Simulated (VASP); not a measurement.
# MgBe2SeO2 (P-6m2) in VASP: further runs

The runs below take MgBe2SeO2 through relaxation of cell and atoms, single point, with PBE.

All numbers are computed with VASP 6.6.1; they aren't measurements. Logs are shortened: lines on timing, memory, paths and dates and some standing lists are left out, and cuts for length are marked.

**1. The cell of the first run**

Symmetry: P-6m2, No. 187, hexagonal system. The conventional cell has a = 4.126 Å, b = 4.126 Å, c = 6.475 Å, α = 90.00°, β = 90.00°, γ = 120.00°. Within 3.1 Å of Mg (site symmetry -6m2) lie 3 Be at 2.38 Å and 6 O at 2.82 Å. Be (site symmetry -6m2) has 2 O at 1.73 Å within 2.3 Å. Within 3.1 Å of Be (site symmetry -6m2) lie 3 Mg at 2.38 Å and 6 O at 2.82 Å. Se (site symmetry -6m2) has 3 Be at 2.38 Å and 6 O at 2.94 Å within 3.1 Å. O (site symmetry 3m) has 1 Be at 1.73 Å within 2.3 Å.

**2. Relaxation of cell and atoms, PBE**

Contents of INCAR:

```
SYSTEM = MgBe2SeO2
PREC     = Accurate       ! precision mode
ENCUT    = 600            ! plane-wave cutoff, eV
EDIFF    = 1E-6           ! SCF threshold, eV
ISMEAR   = 0              ! smearing method
SIGMA    = 0.1            ! smearing width, eV
LREAL    = .FALSE.        ! projectors in reciprocal space
LASPH    = .TRUE.         ! aspherical terms in the spheres
NELM     = 80             ! most SCF steps
ALGO     = Normal         ! electronic algorithm
ISIF     = 3              ! what is computed and relaxed
LWAVE    = .FALSE.        ! write WAVECAR
LCHARG   = .FALSE.        ! write CHGCAR
GGA      = PE             ! functional
IBRION   = 2              ! ionic algorithm
NSW      = 90             ! ionic steps
EDIFFG   = -0.04          ! ionic threshold
```

Contents of KPOINTS:

```
regular mesh
0
G
  6 6 4
  0 0 0
```

Contents of POSCAR:

```
MgBe2SeO2
1.0
    4.1261504400      0.0000000000      0.0000000000
   -2.0630752200      3.5733511000      0.0000000000
    0.0000000000      0.0000000000      6.4753950300
Mg Be Se O
1 2 1 2
Direct
    0.3333333300      0.6666666700      0.5000000000
    0.6666666700      0.3333333300      0.0000000000
    0.0000000000      0.0000000000      0.5000000000
    0.3333333300      0.6666666700      0.0000000000
    0.6666666700      0.3333333300      0.2672173200
    0.6666666700      0.3333333300      0.7327826800
```

Potentials or basis: VASP PAW PBE potentials, release 64 (Mg, Be, Se, O).

The run is started by

```
cat potpaw_PBE.64/Mg/POTCAR potpaw_PBE.64/Be/POTCAR potpaw_PBE.64/Se/POTCAR potpaw_PBE.64/O/POTCAR > POTCAR
mpirun -np 1 vasp_std > vasp.out
```

OUTCAR:

```text
SYSTEM = MgBe2SeO2
   PREC = Accurate
   ENCUT = 600
   EDIFF = 1E-6
   ISMEAR = 0
   LREAL = .FALSE.
   LASPH = .TRUE.
   NELM = 80
   ISIF = 3
   GGA = PE
   IBRION = 2
   NSW = 90
   EDIFFG = -0.04

 ion  position               nearest neighbor table
   1  0.333  0.667  0.500-   3 2.38   3 2.38   3 2.38
   2  0.667  0.333  0.000-   5 1.73   6 1.73   4 2.38   4 2.38   4 2.38
   3  0.000  0.000  0.500-   1 2.38   1 2.38   1 2.38
   4  0.333  0.667  0.000-   2 2.38   2 2.38   2 2.38
   5  0.667  0.333  0.267-   2 1.73
   6  0.667  0.333  0.733-   2 1.73

  LATTYP: Found a hexagonal cell.
 ALAT       =     4.1261504400
 C/A-ratio  =     1.5693550500

  Lattice vectors:

 A1 = (   4.1261504400,   0.0000000000,   0.0000000000)
 A2 = (  -2.0630752200,   3.5733511000,   0.0000000000)
 A3 = (   0.0000000000,   0.0000000000,   6.4753950300)

Analysis of symmetry for initial positions (statically):
=====================================================================
 Subroutine PRICEL returns:
 Original cell was already a primitive cell.

 Routine SETGRP: Setting up the symmetry group for a
 hexagonal supercell.

 Subroutine GETGRP returns: Found 12 space group operations
 (whereof 12 operations were pure point group operations)
 out of a pool of 24 trial point group operations.

The static configuration has the point symmetry D_3h.

Analysis of symmetry for dynamics (positions and initial velocities):
=====================================================================
 Subroutine PRICEL returns:
 Original cell was already a primitive cell.

 Routine SETGRP: Setting up the symmetry group for a
 hexagonal supercell.

 Subroutine GETGRP returns: Found 12 space group operations
 (whereof 12 operations were pure point group operations)
 out of a pool of 24 trial point group operations.

The dynamic configuration has the point symmetry D_3h.

 Subroutine INISYM returns: Found 12 space group operations
 (whereof 12 operations are pure point group operations),
 and found     1 'primitive' translations

----------------------------------------------------------------------------------------

                                     Primitive cell

  volume of cell :      95.4744

  direct lattice vectors                    reciprocal lattice vectors
     4.126150440  0.000000000  0.000000000     0.242356650  0.139924677  0.000000000
    -2.063075220  3.573351100  0.000000000     0.000000000  0.279849355  0.000000000
     0.000000000  0.000000000  6.475395030     0.000000000  0.000000000  0.154430733

  length of vectors
     4.126150440  4.126150439  6.475395030     0.279849355  0.279849355  0.154430733

  position of ions in fractional coordinates (direct lattice)
     0.333333330  0.666666670  0.500000000
     0.666666670  0.333333330  0.000000000
     0.000000000  0.000000000  0.500000000
     0.333333330  0.666666670  0.000000000
     0.666666670  0.333333330  0.267217320
     0.666666670  0.333333330  0.732782680

  ion indices of the primitive-cell ions
   primitive index   ion index
                 1           1
                 2           2
                 3           3
                 4           4
                 5           5
                 6           6

----------------------------------------------------------------------------------------

 KPOINTS: regular mesh

Automatic generation of k-mesh.
 Grid dimensions read from file:
 generate k-points for:    6    6    4

 Generating k-lattice:

  Cartesian coordinates                     Fractional coordinates (reciprocal lattice)
     0.040392775  0.023320780  0.000000000     0.166666667 -0.000000000  0.000000000
     0.000000000  0.046641559  0.000000000     0.000000000  0.166666667  0.000000000
     0.000000000  0.000000000  0.038607683     0.000000000  0.000000000  0.250000000

  Length of vectors
     0.046641559  0.046641559  0.038607683

  Shift w.r.t. Gamma in fractional coordinates (k-lattice)
     0.000000000  0.000000000  0.000000000

 Subroutine IBZKPT returns following result:
 ===========================================

 Found     21 irreducible k-points:

 Following reciprocal coordinates:
            Coordinates               Weight
  0.000000  0.000000  0.000000      1.000000
  0.166667 -0.000000  0.000000      6.000000
  0.333333 -0.000000  0.000000      6.000000
  0.500000 -0.000000  0.000000      3.000000
  0.166667  0.166667  0.000000      6.000000
  0.333333  0.166667  0.000000     12.000000
[... 13 lines left out ...]
  0.333333  0.166667  0.500000     12.000000
  0.333333  0.333333  0.500000      2.000000
   k-points           NKPTS =     21   k-points in BZ     NKDIM =     21   number of bands    NBANDS=     16
   number of dos      NEDOS =    301   number of ions     NIONS =      6
   total plane-waves  NPLWV =  69984
   dimension x,y,z NGX =    36 NGY =   36 NGZ =   54
   dimension x,y,z NGXF=    72 NGYF=   72 NGZF=  108
   ions per type =               1   2   1   2
   NGX,Y,Z   is equivalent  to a cutoff of  14.50, 14.50, 13.86 a.u.
   NGXF,Y,Z  is equivalent  to a cutoff of  29.01, 29.01, 27.73 a.u.
 SYSTEM =  MgBe2SeO2
   PREC   = accura    normal or accurate (medium, high low for compatibility)
   ISTART =      0    job   : 0-new  1-cont  2-samecut
   ICHARG =      2    charge: 1-file 2-atom 10-const
   ISPIN  =      1    spin polarized calculation?
   LNONCOLLINEAR =      F non collinear calculations
   LSORBIT =      F    spin-orbit coupling
   LASPH  =      T    aspherical Exc in radial PAW
   ENCUT  =  600.0 eV  44.10 Ry    6.64 a.u.   8.24  8.24 12.93*2*pi/ulx,y,z
   NELM   =     80;   NELMIN=  2; NELMDL= -5     # of ELM steps
   EDIFF  = 0.1E-05   stopping-criterion for ELM
   LREAL  =      F    real-space projection
   EDIFFG = -.4E-01   stopping-criterion for IOM
   NSW    =     90    number of steps for IOM
   IBRION =      2    ionic relax: 0-MD 1-quasi-New 2-CG
   NFREE  =      1    steps in history (QN), initial steepest desc. (CG)
   ISIF   =      3    stress and relaxation
   ISYM   =      2    0-nonsym 1-usesym 2-fastsym
   POTIM  = 0.5000    time-step for ionic-motion
   TEBEG  =    0.0;   TEEND  =   0.0 temperature during run
   PSTRESS=    0.0 pullay stress
   NELECT =      24.0000    total number of electrons
   NUPDOWN=      -1.0000    fix difference up-down
   EMIN   =  10.00;   EMAX   =-10.00  energy-range for DOS
   EFERMI =   0.00;   METHOD = LEGACY
   ISMEAR =     0;   SIGMA  =   0.10  broadening in eV -4-tet -1-fermi 0-gaus
   EFERMI_NEDOS =   21; number of points for ismear=-14 and -15
   IALGO  =     38    algorithm
   IMIX   =      4    mixing-type and parameters
     AMIX     =   0.40;   BMIX     =  1.00
     AMIX_MAG =   1.60;   BMIX_MAG =  1.00
  volume/ion in A,a.u.               =      15.91       107.38
  Fermi-wavevector in a.u.,A,eV,Ry     =   1.033196  1.952458 14.524150  1.067495
  Thomas-Fermi vector in A             =   2.167431
   LORBIT       =      0    0 simple, 1 ext, 2 COOP (PROOUT), +10 PAW based schemes
   GGA     = PE    functional components
   LHFCALC =     F    Hartree Fock is set to
   AEXX    =    0.0000 exact exchange contribution
   IVDW    =     0    specifies the selected vdW correction
   LEPSILON=     F    determine dielectric tensor
   LRPA    =     F    only Hartree local field effects (RPA)
 conjugate gradient relaxation of ions
 non-spin polarized calculation
 Gauss-broadening in eV      SIGMA  =   0.10
  energy-cutoff  :      600.00
  volume of cell :       95.47
 maximum number of plane-waves:      3223
 NGX is ok and might be reduce to    36
   NGX = 17   NGY = 17   NGZ = 25

--------------------------------------- Ionic step        1  -------------------------------------------

 number of electron      23.9999999 magnetization

 Free energy of the ion-electron system (eV)
  ---------------------------------------------------
  ext. energy  EPLUGINS =         0.00000000
  ---------------------------------------------------
  free energy    TOTEN  =       -22.44447507 eV

  energy without entropy =      -22.43134218  energy(sigma->0) =      -22.43790863

------------------------ aborting loop because EDIFF is reached ----------------------------------------

  FORCE on cell =-STRESS in cart. coord.  units (eV):
  Direction    XX          YY          ZZ          XY          YZ          ZX
  --------------------------------------------------------------------------------------
  -------------------------------------------------------------------------------------
  Total       -2.1910957     -2.1910957     -9.9209348      0.0000000      0.0000000      0.0000000
  in kB      -36.7692624    -36.7692624   -166.4854030      0.0000000      0.0000000      0.0000000
  external PRESSURE =     -80.0079759 kB  Pullay stress =       0.0000000 kB
[... 101 lines left out ...]
  FREE ENERGIE OF THE ION-ELECTRON SYSTEM (eV)
  ---------------------------------------------------
  free  energy   TOTEN  =       -23.4006799804 eV

  energy  without entropy=      -23.3905867637  energy(sigma->0) =      -23.39563337

[... ionic steps 4 to 7 ...]

--------------------------------------- Ionic step        8  -------------------------------------------

 number of electron      23.9999997 magnetization

------------------------ aborting loop because EDIFF is reached ----------------------------------------

  FORCE on cell =-STRESS in cart. coord.  units (eV):
  Direction    XX          YY          ZZ          XY          YZ          ZX
  --------------------------------------------------------------------------------------
  -------------------------------------------------------------------------------------
  Total       -0.5423916     -0.5423916      0.0236018      0.0000000     -0.0000000      0.0000000
  in kB      -10.9000555    -10.9000555      0.4743075      0.0000000     -0.0000000      0.0000000
  external PRESSURE =      -7.1086012 kB  Pullay stress =       0.0000000 kB
[... 25 lines left out ...]
  energy  without entropy=      -23.5610800369  energy(sigma->0) =      -23.56617343

--------------------------------------- Ionic step        9  -------------------------------------------

 number of electron      23.9999998 magnetization

 E-fermi :   3.4068     XC(G=0):  -9.7816

 val. band max:        3.4066093665   @ k =   0.1667  -0.0000   0.0000
 cond. band min:       3.4662457955   @ k =   0.1667   0.1667   0.5000
 fundamental gap:      0.0596364290
 Fermi energy:         3.4067689547

 k-point     1 :       0.0000    0.0000    0.0000
  band No.  band energies     occupation
      1     -14.6572      2.00000
      2     -13.8401      2.00000
      3      -8.7805      2.00000
      4      -2.1629      2.00000
      5      -0.3946      2.00000
      6      -0.3946      2.00000
[... 8 lines left out ...]
     15       5.9310      0.00000
     16       7.3322      0.00000
[... 415 lines left out ...]
  energy  without entropy=      -23.5666965631  energy(sigma->0) =      -23.57150416

--------------------------------------- Ionic step       10  -------------------------------------------

 number of electron      24.0000001 magnetization

 Free energy of the ion-electron system (eV)
  ---------------------------------------------------
  ext. energy  EPLUGINS =         0.00000000
  ---------------------------------------------------
  free energy    TOTEN  =       -23.58088022 eV

  energy without entropy =      -23.57178388  energy(sigma->0) =      -23.57633205

 E-fermi :   3.5146     XC(G=0):  -9.8271

 val. band max:        3.4953225529   @ k =   0.1667  -0.0000   0.0000
 cond. band min:       3.5837043197   @ k =   0.3333   0.3333   0.5000
 fundamental gap:      0.0883817669
 Fermi energy:         3.5145558545

 k-point     1 :       0.0000    0.0000    0.0000
  band No.  band energies     occupation
      1     -14.6139      2.00000
      2     -13.7622      2.00000
      3      -8.7369      2.00000
      4      -2.0906      2.00000
      5      -0.3188      2.00000
      6      -0.3188      2.00000
[... 8 lines left out ...]
     15       6.0263      0.00000
     16       7.4322      0.00000
[... 411 lines left out ...]
  FREE ENERGIE OF THE ION-ELECTRON SYSTEM (eV)
  ---------------------------------------------------
  free  energy   TOTEN  =       -23.5808802161 eV

  energy  without entropy=      -23.5717838779  energy(sigma->0) =      -23.57633205

 reached required accuracy - stopping structural energy minimisation
```

Wall time 2.6 min (1 thread of AMD EPYC 9R45 (Zen 5), shared host); peak memory 0.26 GiB.

Results:

- Free energy: -23.5809 eV
- Relaxed volume: 13.06 Å³/atom
- Relaxed cell: a = 3.984 Å, b = 3.984 Å, c = 5.704 Å, α = 90.00°, β = 90.00°, γ = 120.00°
- Space group after relaxing (to 0.05 Å): P-6m2 (No. 187)
- Energy gained by relaxing: 189.4 meV/atom
- Ionic steps: 10
- Pressure after relaxing: -0.1 GPa
- Largest force after relaxing: 0.015 eV/Å
- Band gap on the k mesh: zero (band 12 reaches 3.68 eV, above the bottom of band 13 at 2.68 eV)

Forces on the atoms (eV/Å):
```
Mg   0.000  0.000  0.000
Be   0.000  0.000  0.000
Be   0.000  0.000  0.000
Se   0.000  0.000  0.000
O    0.000  0.000 -0.015
O    0.000  0.000  0.015
```

Step by step:
```tsv
step	energy change (eV)	largest force (eV/Å)	pressure (GPa)	volume (Å³)
1	0.0000	0.9925	-8.00	95.47
2	-0.7749	1.7340	-2.74	84.79
3	-0.9562	1.9927	3.01	78.61
4	-1.0091	1.3709	1.76	77.58
5	-1.1056	0.2495	1.79	78.03
6	-1.1056	0.2088	1.77	78.02
7	-1.1268	0.1012	-0.71	79.74
8	-1.1268	0.1007	-0.71	79.73
9	-1.1318	0.0574	-0.51	79.24
10	-1.1364	0.0155	-0.13	78.39
```

Final structure:
```
Mg Be Se O
1.0
     3.98363    0.00000    0.00000
    -1.99181    3.44992    0.00000
     0.00000    0.00000    5.70385
Mg Be Se O
1 2 1 2
Cartesian
  0.0000 2.2999 2.8519
  1.9918 1.1500 0.0000
  0.0000 0.0000 2.8519
  0.0000 2.2999 0.0000
  1.9918 1.1500 1.6879
  1.9918 1.1500 4.0160
```

Caveat: the volume moved by over 15 % at a fixed basis, so the end points are rough.

**3. Single point, PBE, collinear spin, ferromagnetic start**

This run uses another cell than the first one, of 13.07 Å³/atom, 0.821 times its volume.

Contents of INCAR:

```
SYSTEM = MgBe2SeO2
PREC = Accurate
ENCUT = 520
EDIFF = 1E-6
ISMEAR = 0
SIGMA = 0.1
LREAL = .FALSE.
LASPH = .TRUE.
NELM = 150
ALGO = Normal
ISIF = 2
LWAVE = .FALSE.
LCHARG = .FALSE.
ISPIN = 2
MAGMOM = 0 0 0 0 1 1
LORBIT = 11
GGA = PE
NBANDS = 25
```

Contents of KPOINTS:

```
Automatic mesh
0
G
  6 6 4
  0 0 0
```

Contents of POSCAR:

```
MgBe2SeO2
1.0
    3.9827880302      0.0000000000      0.0000000000
   -1.9913940151      3.4491956121      0.0000000000
    0.0000000000      0.0000000000      5.7065373072
Mg Be Se O
1 2 1 2
Direct
    0.3333333333      0.6666666667      0.5000000000
    0.6666666667      0.3333333333      0.0000000000
    0.0000000000      0.0000000000      0.5000000000
    0.3333333333      0.6666666667      0.0000000000
    0.6666666667      0.3333333333      0.2956244109
    0.6666666667      0.3333333333      0.7043755891
```

Potentials or basis: VASP PAW PBE potentials, release 64 (Mg, Be, Se, O).

The run is started by

```
cat potpaw_PBE.64/Mg/POTCAR potpaw_PBE.64/Be/POTCAR potpaw_PBE.64/Se/POTCAR potpaw_PBE.64/O/POTCAR > POTCAR
mpirun -np 1 vasp_std > vasp.out
```

It took 48 s on 1 thread of AMD EPYC 9R45 (Zen 5), shared host; peak memory 0.23 GiB.

The run converged. Its results:

```
Free energy                                           : -23.5610 eV
Pressure                                              : 0.0 GPa
Largest force                                         : 0.031 eV/Å
Band gap on the k mesh                                : zero (filled and empty bands overlap)
Net moment                                            : 0.00 μB per cell
Valence electrons inside the program's atomic spheres : Mg 0.34; Be 1.04, 0.72; Se 3.90; O 4.87
```

Forces on the atoms (eV/Å):
```
Mg   0.000  0.000  0.000
Be   0.000  0.000  0.000
Be   0.000  0.000  0.000
Se   0.000  0.000  0.000
O    0.000  0.000  0.031
O    0.000  0.000 -0.031
```

Stress tensor (GPa, compression positive):
```
-0.08  0.00  0.00
 0.00 -0.08  0.00
 0.00  0.00  0.09
```

Levels at points of the mesh, in eV from the Fermi level:
Spin up:
```csv
k point,band 10,band 11,band 12,band 13,band 14,band 15
"(0.00, 0.00, 0.00)",-1.76,-1.54,-0.83,-0.83,2.51,2.51
"(0.50, 0.00, 0.00)",-2.40,-0.98,-0.29,0.35,1.53,3.07
"(0.00, 0.00, 0.50)",-2.22,-0.34,-0.34,0.83,1.95,2.09
"(0.50, 0.00, 0.50)",-1.71,-0.51,-0.25,0.97,1.60,3.12
```
Spin down:
| k point | band 9 | band 10 | band 11 | band 12 | band 13 | band 14 | band 15 | band 16 |
| --- | --- | --- | --- | --- | --- | --- | --- | --- |
| (0.00, 0.00, 0.00) | -2.31 | -1.76 | -1.54 | -0.83 | -0.83 | 2.51 | 2.51 | 3.92 |
| (0.50, 0.00, 0.00) | -2.42 | -2.40 | -0.98 | -0.29 | 0.35 | 1.53 | 3.07 | 3.38 |
| (0.00, 0.00, 0.50) | -3.20 | -2.22 | -0.34 | -0.34 | 0.83 | 1.95 | 2.09 | 2.09 |
| (0.50, 0.00, 0.50) | -2.80 | -1.71 | -0.51 | -0.25 | 0.97 | 1.60 | 3.12 | 3.71 |

(Part 1 of 2 ends here.)
